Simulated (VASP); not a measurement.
# TaN (P-6m2) in VASP: further runs, part 2 of 2

VASP 6.6.1.

## 3. Electric field gradients, PBEsol (volume scaled by 0.94)

INCAR reads:

```
ALGO = Normal ; EDIFF = 1E-8
ENCUT = 520 ; GGA = PS
ISIF = 2 ; ISMEAR = -1
LASPH = True ; LCHARG = False
LEFG = True ; LREAL = False
LWAVE = False ; NBANDS = 15
NELM = 60 ; PREC = Accurate
SIGMA = 0.02
```

KPOINTS reads:

```
k-points
0
Gamma
  12 12 10
```

POSCAR reads:

```
TaN
1.0
    2.8780228691      0.0000000000      0.0000000000
   -1.4390114346      2.4924409174      0.0000000000
    0.0000000000      0.0000000000      2.8241467514
Ta N
1 1
Direct
    0.3333333333      0.6666666667      0.5000000000
    0.0000000000      0.0000000000      0.0000000000
```

Potentials or basis: VASP PAW PBE potentials, release 64 (Ta_pv, N).

Launch:

```sh
$ cat potpaw_PBE.64/Ta_pv/POTCAR potpaw_PBE.64/N/POTCAR > POTCAR
$ mpirun -np 1 vasp_std > vasp.out
```

OUTCAR:

```text
EDIFF = 1E-8
   ENCUT = 520
   GGA = PS
   ISIF = 2
   ISMEAR = -1
   LASPH = True
   LREAL = False
   NELM = 60
   PREC = Accurate

 ion  position               nearest neighbor table
   1  0.333  0.667  0.500-   2 2.18   2 2.18   2 2.18   2 2.18   2 2.18   2 2.18
   2  0.000  0.000  0.000-   1 2.18   1 2.18   1 2.18   1 2.18   1 2.18   1 2.18

  LATTYP: Found a hexagonal cell.
 ALAT       =     2.8780228691
 C/A-ratio  =     0.9812801634

  Lattice vectors:

 A1 = (   2.8780228691,   0.0000000000,   0.0000000000)
 A2 = (  -1.4390114346,   2.4924409174,   0.0000000000)
 A3 = (   0.0000000000,   0.0000000000,   2.8241467514)

Analysis of symmetry for initial positions (statically):
=====================================================================
 Subroutine PRICEL returns:
 Original cell was already a primitive cell.

 Routine SETGRP: Setting up the symmetry group for a
[... 621 lines left out ...]
  energy-cutoff  :      520.00
  volume of cell :       20.26
      direct lattice vectors                 reciprocal lattice vectors
     2.878022869  0.000000000  0.000000000     0.347460755  0.200606561  0.000000000
    -1.439011435  2.492440917  0.000000000     0.000000000  0.401213121  0.000000000
     0.000000000  0.000000000  2.824146751     0.000000000  0.000000000  0.354089248

 POSITION                                       TOTAL-FORCE (eV/Angst)
 -----------------------------------------------------------------------------------
     -0.00000      1.66163      1.41207        -0.000000      0.000000      0.000000
      0.00000      0.00000      0.00000         0.000000     -0.000000      0.000000
 -----------------------------------------------------------------------------------
    total drift:                                0.000000     -0.000000     -0.000000

  FREE ENERGIE OF THE ION-ELECTRON SYSTEM (eV)
  ---------------------------------------------------
  free  energy   TOTEN  =       -23.7411497836 eV

  energy  without entropy=      -23.7410509751  energy(sigma->0) =      -23.74110038

 Electric field gradients (V/A^2)
---------------------------------------------------------------------
 ion       V_xx      V_yy      V_zz      V_xy      V_xz      V_yz
---------------------------------------------------------------------
   1      -5.178    -5.178    10.357     0.000     0.000     0.000
   2       0.296     0.296    -0.592     0.000    -0.000    -0.000
---------------------------------------------------------------------

 Electric field gradients after diagonalization (V/A^2)
 (convention: |V_zz| > |V_xx| > |V_yy|)
----------------------------------------------------------------------
 ion       V_xx      V_yy      V_zz     asymmetry (V_yy - V_xx)/ V_zz
----------------------------------------------------------------------
   1      -5.179    -5.178    10.357       0.000
   2       0.297     0.296    -0.592       0.002
----------------------------------------------------------------------

           NMR quadrupolar parameters

 Cq : quadrupolar parameter    Cq=e*Q*V_zz/h
 eta: asymmetry parameters     (V_yy - V_xx)/ V_zz
 Q  : nuclear electric quadrupole moment in mb (millibarn)
----------------------------------------------------------------------
 ion       Cq(MHz)       eta       Q (mb)
----------------------------------------------------------------------
   1       0.025       0.000       1.000
   2      -0.001       0.002       1.000
----------------------------------------------------------------------
```

OSZICAR:

```text
N       E                     dE             d eps       ncg     rms          rms(c)
DAV:   1     0.909229864438E+02    0.90923E+02   -0.88342E+03  3428   0.115E+03
DAV:   2    -0.233058900929E+02   -0.11423E+03   -0.10745E+03  4064   0.312E+02
DAV:   3    -0.260255155694E+02   -0.27196E+01   -0.27076E+01  4064   0.452E+01
DAV:   4    -0.260358274488E+02   -0.10312E-01   -0.10309E-01  4358   0.299E+00
DAV:   5    -0.260358805002E+02   -0.53051E-04   -0.53050E-04  4099   0.203E-01    0.270E+01
DAV:   6    -0.238180786540E+02    0.22178E+01   -0.34049E+00  4415   0.224E+01    0.118E+01
DAV:   7    -0.237741072259E+02    0.43971E-01   -0.57288E-01  3560   0.569E+00    0.772E+00
DAV:   8    -0.237483864495E+02    0.25721E-01   -0.11588E-01  4246   0.285E+00    0.156E+00
DAV:   9    -0.237412272070E+02    0.71592E-02   -0.14089E-02  3868   0.989E-01    0.166E-01
DAV:  10    -0.237412273301E+02   -0.12308E-06   -0.10836E-03  4204   0.389E-01    0.811E-02
DAV:  11    -0.237411492557E+02    0.78074E-04   -0.10523E-04  4036   0.113E-01    0.906E-03
DAV:  12    -0.237411499460E+02   -0.69029E-06   -0.12774E-05  3595   0.329E-02    0.557E-03
DAV:  13    -0.237411498859E+02    0.60023E-07   -0.54798E-08  4421   0.206E-03    0.278E-03
DAV:  14    -0.237411497917E+02    0.94219E-07   -0.12541E-08  2939   0.129E-03    0.456E-04
DAV:  15    -0.237411497803E+02    0.11383E-07   -0.18035E-09  1738   0.408E-04    0.207E-04
DAV:  16    -0.237411497836E+02   -0.32755E-08   -0.21274E-10  1710   0.176E-04
   1 F= -.23741150E+02 E0= -.23741100E+02  d E =-.988085E-04
```

stdout:

```text
POSCAR found type information on POSCAR TaN
 POSCAR found :  2 types and       2 ions
 scaLAPACK will be used
 -----------------------------------------------------------------------------
|                                                                             |
|                                                                             |
|     You enforced a specific xc type in the INCAR file but a different       |
|     I HOPE YOU KNOW WHAT YOU ARE DOING!                                     |
|                                                                             |
 -----------------------------------------------------------------------------

 LDA part: xc-table for (Slater+PW92), standard interpolation
 POSCAR, INCAR and KPOINTS ok, starting setup
 FFT: planning ... GRIDC
 FFT: planning ... GRID_SOFT
 FFT: planning ... GRID
 WAVECAR not read
 entering main loop
ion   1

ion   2
```

It took 12 s on 1 thread of Intel Xeon 6975P-C (Granite Rapids), shared host; peak memory 0.16 GiB.

Results:

* Free energy: -23.7411 eV
* Pressure: 20.5 GPa
* Band gap on the k mesh: zero (band 8 reaches 9.17 eV, above the bottom of band 9 at 8.63 eV)

Electric field gradients, principal values (V/Å²):
| atom | least | middle | greatest (by size) |
| --- | --- | --- | --- |
| 1 Ta | -5.178 | -5.179 | 10.357 |
| 2 N | 0.296 | 0.297 | -0.592 |

Caveat: without QUAD_EFG the Cq values of the log hold for a quadrupole moment of 1 mb, not for the nuclei; the PAW data sets were made with another functional, which shifts forces and pressure a little; spin-orbit coupling is left out, which moves the levels of the heavy elements.

## 4. Electric field gradients, PBEsol (volume scaled by 0.96)

INCAR reads:

```
SYSTEM = TaN
PREC = Accurate
ENCUT = 520
EDIFF = 1E-8
ISMEAR = -1
SIGMA = 0.02
LREAL = .FALSE.
LASPH = .TRUE.
NELM = 100
ALGO = Normal
ISIF = 2
LWAVE = .FALSE.
LCHARG = .FALSE.
GGA = PS
LEFG = .TRUE.
NBANDS = 15
```

KPOINTS reads:

```
regular mesh
0
G
  12 12 10
  0 0 0
```

POSCAR reads:

```
TaN
1.0
    2.8982913036      0.0000000000      0.0000000000
   -1.4491456518      2.5099938965      0.0000000000
    0.0000000000      0.0000000000      2.8440357641
Ta N
1 1
Direct
    0.3333333333      0.6666666667      0.5000000000
    0.0000000000      0.0000000000      0.0000000000
```

Potentials or basis: VASP PAW PBE potentials, release 64 (Ta_pv, N).

Launch:

```sh
$ cat potpaw_PBE.64/Ta_pv/POTCAR potpaw_PBE.64/N/POTCAR > POTCAR
$ mpirun -np 1 vasp_std > vasp.out
```

OUTCAR:

```text
SYSTEM = TaN
   PREC = Accurate
   ENCUT = 520
   EDIFF = 1E-8
   ISMEAR = -1
   LREAL = .FALSE.
   LASPH = .TRUE.
   NELM = 100
   ISIF = 2
   GGA = PS

 ion  position               nearest neighbor table
   1  0.333  0.667  0.500-   2 2.20   2 2.20   2 2.20   2 2.20   2 2.20   2 2.20
   2  0.000  0.000  0.000-   1 2.20   1 2.20   1 2.20   1 2.20   1 2.20   1 2.20

  LATTYP: Found a hexagonal cell.
 ALAT       =     2.8982913036
 C/A-ratio  =     0.9812801634

  Lattice vectors:

 A1 = (   2.8982913036,   0.0000000000,   0.0000000000)
 A2 = (  -1.4491456518,   2.5099938965,   0.0000000000)
 A3 = (   0.0000000000,   0.0000000000,   2.8440357641)

Analysis of symmetry for initial positions (statically):
=====================================================================
 Subroutine PRICEL returns:
 Original cell was already a primitive cell.

 Routine SETGRP: Setting up the symmetry group for a
 hexagonal supercell.

 Subroutine GETGRP returns: Found 12 space group operations
 (whereof 12 operations were pure point group operations)
 out of a pool of 24 trial point group operations.

The static configuration has the point symmetry D_3h.

Analysis of symmetry for dynamics (positions and initial velocities):
=====================================================================
 Subroutine PRICEL returns:
 Original cell was already a primitive cell.

 Routine SETGRP: Setting up the symmetry group for a
 hexagonal supercell.

 Subroutine GETGRP returns: Found 12 space group operations
 (whereof 12 operations were pure point group operations)
 out of a pool of 24 trial point group operations.

[... 167 lines left out ...]
     11      12.3154      0.00000
     12      12.7431      0.00000
     13      12.7431      0.00000
     14      21.7991      0.00000
[... 401 lines left out ...]
      2     -26.1077      2.00000
      3     -26.0403      2.00000
      4      -7.6373      2.00000
      5       0.7145      2.00000
      6       3.3186      2.00000
      7       4.7625      2.00000
      8       5.6947      2.00000
      9      11.3281      0.00000
     10      11.6465      0.00000
     11      13.3450      0.00000
     12      13.8250      0.00000
     13      16.0444      0.00000
     14      21.9184      0.00000
     15      22.1800      0.00000

 [... further k-points ...]
[... 5 lines left out ...]
  --------------------------------------------------------------------------------------
  -------------------------------------------------------------------------------------
  Total        1.3990453      1.3990453      1.6235544      0.0000000     -0.0000000      0.0000000
  in kB      108.3409440    108.3409440    125.7267473      0.0000000     -0.0000000      0.0000000
  external PRESSURE =     114.1362118 kB  Pullay stress =       0.0000000 kB

 VOLUME and BASIS-vectors are now :
 -----------------------------------------------------------------------------
  energy-cutoff  :      520.00
  volume of cell :       20.69
      direct lattice vectors                 reciprocal lattice vectors
     2.898291304  0.000000000  0.000000000     0.345030880  0.199203672  0.000000000
    -1.449145652  2.509993897  0.000000000     0.000000000  0.398407343  0.000000000
     0.000000000  0.000000000  2.844035764     0.000000000  0.000000000  0.351613019

 POSITION                                       TOTAL-FORCE (eV/Angst)
 -----------------------------------------------------------------------------------
     -0.00000      1.67333      1.42202         0.000000      0.000000      0.000000
      0.00000      0.00000      0.00000        -0.000000      0.000000      0.000000
 -----------------------------------------------------------------------------------
    total drift:                                0.000000     -0.000000     -0.000000

  FREE ENERGIE OF THE ION-ELECTRON SYSTEM (eV)
  ---------------------------------------------------
  free  energy   TOTEN  =       -23.7842473864 eV

  energy  without entropy=      -23.7841481233  energy(sigma->0) =      -23.78419775

 Electric field gradients (V/A^2)
---------------------------------------------------------------------
 ion       V_xx      V_yy      V_zz      V_xy      V_xz      V_yz
---------------------------------------------------------------------
   1      -6.830    -6.829    13.659     0.000     0.000    -0.000
   2       0.124     0.125    -0.249     0.001    -0.000     0.000
---------------------------------------------------------------------

 Electric field gradients after diagonalization (V/A^2)
 (convention: |V_zz| > |V_xx| > |V_yy|)
----------------------------------------------------------------------
 ion       V_xx      V_yy      V_zz     asymmetry (V_yy - V_xx)/ V_zz
----------------------------------------------------------------------
   1      -6.830    -6.829    13.659       0.000
   2       0.125     0.124    -0.249       0.006
----------------------------------------------------------------------

           NMR quadrupolar parameters

 Cq : quadrupolar parameter    Cq=e*Q*V_zz/h
 eta: asymmetry parameters     (V_yy - V_xx)/ V_zz
 Q  : nuclear electric quadrupole moment in mb (millibarn)
----------------------------------------------------------------------
 ion       Cq(MHz)       eta       Q (mb)
----------------------------------------------------------------------
   1       0.033       0.000       1.000
   2      -0.001       0.006       1.000
----------------------------------------------------------------------
```

OSZICAR:

```text
N       E                     dE             d eps       ncg     rms          rms(c)
DAV:   1     0.888726864691E+02    0.88873E+02   -0.88351E+03  3420   0.114E+03
DAV:   2    -0.233828530515E+02   -0.11226E+03   -0.10620E+03  4162   0.308E+02
DAV:   3    -0.260805989808E+02   -0.26977E+01   -0.26874E+01  3980   0.443E+01
DAV:   4    -0.260908639702E+02   -0.10265E-01   -0.10262E-01  4386   0.297E+00
DAV:   5    -0.260909238324E+02   -0.59862E-04   -0.59855E-04  4043   0.207E-01    0.258E+01
DAV:   6    -0.238689589578E+02    0.22220E+01   -0.34387E+00  4442   0.224E+01    0.112E+01
DAV:   7    -0.238182929731E+02    0.50666E-01   -0.57267E-01  3637   0.573E+00    0.744E+00
DAV:   8    -0.237917318196E+02    0.26561E-01   -0.12906E-01  4253   0.300E+00    0.154E+00
DAV:   9    -0.237843402689E+02    0.73916E-02   -0.14928E-02  3875   0.101E+00    0.172E-01
DAV:  10    -0.237843295426E+02    0.10726E-04   -0.11123E-03  4267   0.393E-01    0.858E-02
DAV:  11    -0.237842467402E+02    0.82802E-04   -0.10992E-04  4015   0.114E-01    0.906E-03
DAV:  12    -0.237842475477E+02   -0.80752E-06   -0.13585E-05  3574   0.334E-02    0.568E-03
DAV:  13    -0.237842474921E+02    0.55606E-07   -0.47151E-08  4435   0.198E-03    0.279E-03
DAV:  14    -0.237842473967E+02    0.95401E-07   -0.14942E-08  3240   0.135E-03    0.506E-04
DAV:  15    -0.237842473845E+02    0.12213E-07   -0.19622E-09  1745   0.411E-04    0.215E-04
DAV:  16    -0.237842473864E+02   -0.19213E-08   -0.23682E-10  1710   0.182E-04
   1 F= -.23784247E+02 E0= -.23784198E+02  d E =-.992632E-04
```

Run time: 12 s. Hardware: 1 thread of Intel Xeon 6975P-C (Granite Rapids), shared host; peak memory 0.16 GiB.

Results:

```yaml
Free_energy: -23.7842 eV
Pressure: 11.4 GPa
Band_gap_on_the_k_mesh: zero (band 8 reaches 8.93 eV, above the bottom of band 9 at 8.41 eV)
```

Electric field gradients, principal values (V/Å²):
| atom | least | middle | greatest (by size) |
| --- | --- | --- | --- |
| 1 Ta | -6.829 | -6.830 | 13.659 |
| 2 N | 0.124 | 0.125 | -0.249 |

Caveat: without QUAD_EFG the Cq values of the log hold for a quadrupole moment of 1 mb, not for the nuclei; the PAW data sets were made with another functional, which shifts forces and pressure a little; spin-orbit coupling is left out, which moves the levels of the heavy elements.
